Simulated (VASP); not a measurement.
# BaTiO3 (P4mm) in VASP: relaxation of the atoms with PBEsol

Aim: the relaxation of the atoms of BaTiO3 with PBEsol.

Program: VASP 6.6.1. These are calculated values, not measurements. Logs are shortened: lines on timing, memory, paths and dates and some standing lists are left out, and cuts for length are marked.

### 1 The cell of the first run

The structure is tetragonal, space group P4mm (No. 99). Conventional cell: a = 3.955 Å, b = 3.955 Å, c = 4.165 Å, α = 90.00°, β = 90.00°, γ = 90.00°. Ba (site symmetry 4mm) has 12 O at 2.80 to 2.95 Å and 8 Ti at 3.45 to 3.53 Å within 3.7 Å. Within 2.5 Å of Ti (site symmetry 4mm) lie 6 O at 1.85 to 2.31 Å. O (site symmetry 2mm) has 2 Ti at 1.99 Å within 2.6 Å. Within 2.5 Å of O (site symmetry 4mm) lie 2 Ti at 1.85 to 2.31 Å.

### 2 Relaxation of the atoms, PBEsol (strain along c alone, the other axes held: +3.0 %)

INCAR reads:

```
SYSTEM = BaTiO3
  PREC = Accurate
  ENCUT = 520
  EDIFF = 1E-6
  ISMEAR = 0
  SIGMA = 0.02
  LREAL = .FALSE.
  LASPH = .TRUE.
  NELM = 60
  ALGO = Normal
  ISIF = 2
  LWAVE = .FALSE.
  LCHARG = .FALSE.
  GGA = PS
  IBRION = 2
  NSW = 60
  EDIFFG = -0.008
```

KPOINTS reads:

```
Automatic mesh
0
G
  8 8 8
  0 0 0
```

POSCAR reads:

```
BaTiO3
1.0
    3.9554885124      0.0000000000      0.0000000000
    0.0000000000      3.9554885124      0.0000000000
    0.0000000000      0.0000000000      4.1653607979
Ba Ti O
1 1 3
Direct
    0.5000000000      0.5000000000      0.5861068350
    0.0000000000      0.0000000000      0.1026767514
    0.0000000000      0.5000000000      0.0619595066
    0.5000000000      0.0000000000      0.0619595066
    0.0000000000      0.0000000000      0.5472943903
```

Potentials or basis: VASP PAW PBE potentials, release 64 (Ba_sv, Ti_sv, O).

Run with:

```sh
> cat potpaw_PBE.64/Ba_sv/POTCAR potpaw_PBE.64/Ti_sv/POTCAR potpaw_PBE.64/O/POTCAR > POTCAR
> mpirun -np 1 vasp_std > vasp.out
```

OUTCAR:

```text
SYSTEM = BaTiO3
   PREC = Accurate
   ENCUT = 520
   EDIFF = 1E-6
   ISMEAR = 0
   LREAL = .FALSE.
   LASPH = .TRUE.
   NELM = 60
   ISIF = 2
   GGA = PS
   IBRION = 2
   NSW = 60
   EDIFFG = -0.008

 ion  position               nearest neighbor table
   1  0.500  0.500  0.586-   3 2.80   4 2.80   4 2.80   3 2.80   5 2.80   5 2.80   5 2.80   5 2.80
                             3 2.95   4 2.95   3 2.95   4 2.95   2 3.45   2 3.45   2 3.45   2 3.45
   2  0.000  0.000  0.103-   5 1.85   4 1.99   3 1.99   3 1.99   4 1.99   5 2.31   1 3.45   1 3.45
                             1 3.45   1 3.45   1 3.53   1 3.53   1 3.53   1 3.53
   3  0.000  0.500  0.062-   2 1.99   2 1.99   1 2.80   1 2.80   1 2.95   1 2.95
   4  0.500  0.000  0.062-   2 1.99   2 1.99   1 2.80   1 2.80   1 2.95   1 2.95
   5  0.000  0.000  0.547-   2 1.85   2 2.31   1 2.80   1 2.80   1 2.80   1 2.80

  LATTYP: Found a simple tetragonal cell.
 ALAT       =     3.9554885124
 C/A-ratio  =     1.0530584996

  Lattice vectors:

 A1 = (   3.9554885124,   0.0000000000,   0.0000000000)
 A2 = (   0.0000000000,   3.9554885124,   0.0000000000)
 A3 = (   0.0000000000,   0.0000000000,   4.1653607979)

Analysis of symmetry for initial positions (statically):
=====================================================================
 Subroutine PRICEL returns:
 Original cell was already a primitive cell.

 Routine SETGRP: Setting up the symmetry group for a
 simple tetragonal supercell.

 Subroutine GETGRP returns: Found  8 space group operations
 (whereof  8 operations were pure point group operations)
 out of a pool of 16 trial point group operations.

The static configuration has the point symmetry C_4v.

Analysis of symmetry for dynamics (positions and initial velocities):
=====================================================================
 Subroutine PRICEL returns:
 Original cell was already a primitive cell.

 Routine SETGRP: Setting up the symmetry group for a
 simple tetragonal supercell.

 Subroutine GETGRP returns: Found  8 space group operations
 (whereof  8 operations were pure point group operations)
 out of a pool of 16 trial point group operations.

The dynamic configuration has the point symmetry C_4v.

 Subroutine INISYM returns: Found  8 space group operations
 (whereof  8 operations are pure point group operations),
 and found     1 'primitive' translations

----------------------------------------------------------------------------------------

                                     Primitive cell

  volume of cell :      65.1708

  direct lattice vectors                    reciprocal lattice vectors
     3.955488512  0.000000000  0.000000000     0.252813274  0.000000000  0.000000000
     0.000000000  3.955488512  0.000000000     0.000000000  0.252813274  0.000000000
     0.000000000  0.000000000  4.165360798     0.000000000  0.000000000  0.240075242

  length of vectors
     3.955488512  3.955488512  4.165360798     0.252813274  0.252813274  0.240075242

  position of ions in fractional coordinates (direct lattice)
     0.500000000  0.500000000  0.586106835
     0.000000000  0.000000000  0.102676751
     0.000000000  0.500000000  0.061959507
     0.500000000  0.000000000  0.061959507
     0.000000000  0.000000000  0.547294390

  ion indices of the primitive-cell ions
   primitive index   ion index
                 1           1
                 2           2
                 3           3
                 4           4
                 5           5

----------------------------------------------------------------------------------------

 KPOINTS: Automatic mesh

Automatic generation of k-mesh.
 Grid dimensions read from file:
 generate k-points for:    8    8    8

 Generating k-lattice:

  Cartesian coordinates                     Fractional coordinates (reciprocal lattice)
     0.031601659  0.000000000  0.000000000     0.125000000  0.000000000  0.000000000
     0.000000000  0.031601659  0.000000000     0.000000000  0.125000000  0.000000000
     0.000000000  0.000000000  0.030009405     0.000000000  0.000000000  0.125000000

  Length of vectors
     0.031601659  0.031601659  0.030009405

  Shift w.r.t. Gamma in fractional coordinates (k-lattice)
     0.000000000  0.000000000  0.000000000

 Subroutine IBZKPT returns following result:
 ===========================================

 Found     75 irreducible k-points:

 Following reciprocal coordinates:
            Coordinates               Weight
  0.000000  0.000000  0.000000      1.000000
  0.125000  0.000000  0.000000      4.000000
  0.250000  0.000000  0.000000      4.000000
  0.375000  0.000000  0.000000      4.000000
  0.500000  0.000000  0.000000      2.000000
  0.125000  0.125000  0.000000      4.000000
[... 16 lines left out ...]
  0.375000  0.125000  0.125000     16.000000
  0.500000  0.125000  0.125000      8.000000
 [... further k-points ...]
   k-points           NKPTS =     75   k-points in BZ     NKDIM =     75   number of bands    NBANDS=     24
   number of dos      NEDOS =    301   number of ions     NIONS =      5
   total plane-waves  NPLWV =  28800
   dimension x,y,z NGX =    30 NGY =   30 NGZ =   32
   dimension x,y,z NGXF=    60 NGYF=   60 NGZF=   64
   ions per type =               1   1   3
   NGX,Y,Z   is equivalent  to a cutoff of  12.61, 12.61, 12.77 a.u.
   NGXF,Y,Z  is equivalent  to a cutoff of  25.22, 25.22, 25.54 a.u.
 SYSTEM =  BaTiO3
   PREC   = accura    normal or accurate (medium, high low for compatibility)
   ISTART =      0    job   : 0-new  1-cont  2-samecut
   ICHARG =      2    charge: 1-file 2-atom 10-const
   ISPIN  =      1    spin polarized calculation?
   LNONCOLLINEAR =      F non collinear calculations
   LSORBIT =      F    spin-orbit coupling
   LASPH  =      T    aspherical Exc in radial PAW
   ENCUT  =  520.0 eV  38.22 Ry    6.18 a.u.   7.35  7.35  7.74*2*pi/ulx,y,z
   NELM   =     60;   NELMIN=  2; NELMDL= -5     # of ELM steps
   EDIFF  = 0.1E-05   stopping-criterion for ELM
   LREAL  =      F    real-space projection
   EDIFFG = -.8E-02   stopping-criterion for IOM
   NSW    =     60    number of steps for IOM
   IBRION =      2    ionic relax: 0-MD 1-quasi-New 2-CG
   NFREE  =      1    steps in history (QN), initial steepest desc. (CG)
   ISIF   =      2    stress and relaxation
   ISYM   =      2    0-nonsym 1-usesym 2-fastsym
   POTIM  = 0.5000    time-step for ionic-motion
   TEBEG  =    0.0;   TEEND  =   0.0 temperature during run
   PSTRESS=    0.0 pullay stress
   NELECT =      40.0000    total number of electrons
   NUPDOWN=      -1.0000    fix difference up-down
   EMIN   =  10.00;   EMAX   =-10.00  energy-range for DOS
   EFERMI =   0.00;   METHOD = LEGACY
   ISMEAR =     0;   SIGMA  =   0.02  broadening in eV -4-tet -1-fermi 0-gaus
   EFERMI_NEDOS =   21; number of points for ismear=-14 and -15
   IALGO  =     38    algorithm
   IMIX   =      4    mixing-type and parameters
     AMIX     =   0.40;   BMIX     =  1.00
     AMIX_MAG =   1.60;   BMIX_MAG =  1.00
  volume/ion in A,a.u.               =      13.03        87.96
  Fermi-wavevector in a.u.,A,eV,Ry     =   1.391267  2.629114 26.335768  1.935624
  Thomas-Fermi vector in A             =   2.515123
   LORBIT       =      0    0 simple, 1 ext, 2 COOP (PROOUT), +10 PAW based schemes
   GGA     = PS    functional components
   LHFCALC =     F    Hartree Fock is set to
   AEXX    =    0.0000 exact exchange contribution
   IVDW    =     0    specifies the selected vdW correction
   LEPSILON=     F    determine dielectric tensor
   LRPA    =     F    only Hartree local field effects (RPA)
 conjugate gradient relaxation of ions
 non-spin polarized calculation
 Gauss-broadening in eV      SIGMA  =   0.02
  energy-cutoff  :      520.00
  volume of cell :       65.17
 maximum number of plane-waves:      1783
 NGX is ok and might be reduce to    30
   NGX = 15   NGY = 15   NGZ = 15

--------------------------------------- Ionic step        1  -------------------------------------------

 number of electron      39.9999989 magnetization

 Free energy of the ion-electron system (eV)
  ---------------------------------------------------
  ext. energy  EPLUGINS =         0.00000000
  ---------------------------------------------------
  free energy    TOTEN  =       -41.98880223 eV

  energy without entropy =      -41.98880223  energy(sigma->0) =      -41.98880223

------------------------ aborting loop because EDIFF is reached ----------------------------------------

  FORCE on cell =-STRESS in cart. coord.  units (eV):
  Direction    XX          YY          ZZ          XY          YZ          ZX
  --------------------------------------------------------------------------------------
  -------------------------------------------------------------------------------------
  Total       -0.3958950     -0.3958950     -1.6656045      0.0000000      0.0000000      0.0000000
  in kB       -9.7327980     -9.7327980    -40.9477075      0.0000000      0.0000000      0.0000000
  external PRESSURE =     -20.1377679 kB  Pullay stress =       0.0000000 kB
[... 219 lines left out ...]
  energy  without entropy=      -41.9935320808  energy(sigma->0) =      -41.99353208

--------------------------------------- Ionic step        7  -------------------------------------------

 number of electron      39.9999990 magnetization

 Free energy of the ion-electron system (eV)
  ---------------------------------------------------
  ext. energy  EPLUGINS =         0.00000000
  ---------------------------------------------------
  free energy    TOTEN  =       -41.99354279 eV

  energy without entropy =      -41.99354279  energy(sigma->0) =      -41.99354279

 E-fermi :   3.8666     XC(G=0): -11.4100

 val. band max:        3.7668167397   @ k =   0.5000   0.5000   0.5000
 cond. band min:       5.5318237568   @ k =   0.0000   0.0000   0.0000
 fundamental gap:      1.7650070170
 Fermi energy:         3.8665749528

 k-point     1 :       0.0000    0.0000    0.0000
  band No.  band energies     occupation
      1     -52.5584      2.00000
      2     -28.9995      2.00000
      3     -28.8811      2.00000
      4     -28.8811      2.00000
      5     -21.2884      2.00000
      6     -13.2105      2.00000
[... 637 lines left out ...]
     23       7.3956      0.00000
     24       8.4320      0.00000

 [... further k-points ...]
[... 5 lines left out ...]
  --------------------------------------------------------------------------------------
  -------------------------------------------------------------------------------------
  Total       -0.3137130     -0.3137130     -0.8709419      0.0000000     -0.0000000      0.0000000
  in kB       -7.7124126     -7.7124126    -21.4114904      0.0000000     -0.0000000      0.0000000
  external PRESSURE =     -12.2787718 kB  Pullay stress =       0.0000000 kB
[... 20 lines left out ...]
  FREE ENERGIE OF THE ION-ELECTRON SYSTEM (eV)
  ---------------------------------------------------
  free  energy   TOTEN  =       -41.9935427856 eV

  energy  without entropy=      -41.9935427856  energy(sigma->0) =      -41.99354279

 reached required accuracy - stopping structural energy minimisation
```

It took 3.4 min on 1 thread of Intel Xeon Platinum 8488C (Sapphire Rapids), shared host; peak memory 0.26 GiB.

What came out:

| Quantity | Value |
| --- | --- |
| Free energy | -41.9935 eV |
| Energy gained by relaxing | 0.9 meV/atom |
| Ionic steps | 7 |
| Pressure after relaxing | -1.2 GPa |
| Band gap on the k mesh | 1.76 eV (least direct gap 2.32 eV) |

The path:
```tsv
step	energy change (eV)	largest force (eV/Å)	pressure (GPa)
1	0.0000	0.3109	-2.01
2	-0.0046	0.0358	-1.32
3	-0.0046	0.0381	-1.29
4	-0.0047	0.0269	-1.27
5	-0.0047	0.0096	-1.22
6	-0.0047	0.0082	-1.23
7	-0.0047	0.0020	-1.23
```

Final structure:
```xyz
5
Lattice="3.9555 0.0000 0.0000 0.0000 3.9555 0.0000 0.0000 0.0000 4.1654" Properties=species:S:1:pos:R:3 pbc="T T T"
Ba    1.9777    1.9777    2.4472
Ti    0.0000    0.0000    0.4410
O     0.0000    1.9777    0.2572
O     1.9777    0.0000    0.2572
O     0.0000    0.0000    2.2623
```

Levels at points of the mesh, in eV from the valence-band top:
| k point | band 18 | band 19 | band 20 | band 21 | band 22 | band 23 |
| --- | --- | --- | --- | --- | --- | --- |
| (0.00, 0.00, 0.00) | -0.84 | -0.55 | -0.55 | 1.76 | 2.34 | 2.34 |
| (0.50, 0.00, 0.00) | -1.79 | -1.52 | -1.28 | 2.44 | 3.52 | 3.61 |
| (0.50, 0.50, 0.00) | -1.11 | -1.11 | -0.06 | 3.65 | 3.65 | 4.01 |
| (0.00, 0.00, 0.50) | -2.10 | -0.75 | -0.75 | 1.90 | 3.47 | 3.47 |
| (0.50, 0.00, 0.50) | -1.18 | -1.10 | -0.50 | 3.49 | 3.57 | 3.80 |
| (0.50, 0.50, 0.50) | -0.42 | -0.42 | 0.00 | 4.07 | 4.07 | 4.20 |

Caveat: the cell differs from its parent crystal (strain along c alone, the other axes held: +3.0 %); the PAW data sets were made with another functional, which shifts forces and pressure a little; spin-orbit coupling is left out, which moves the levels of the heavy elements.
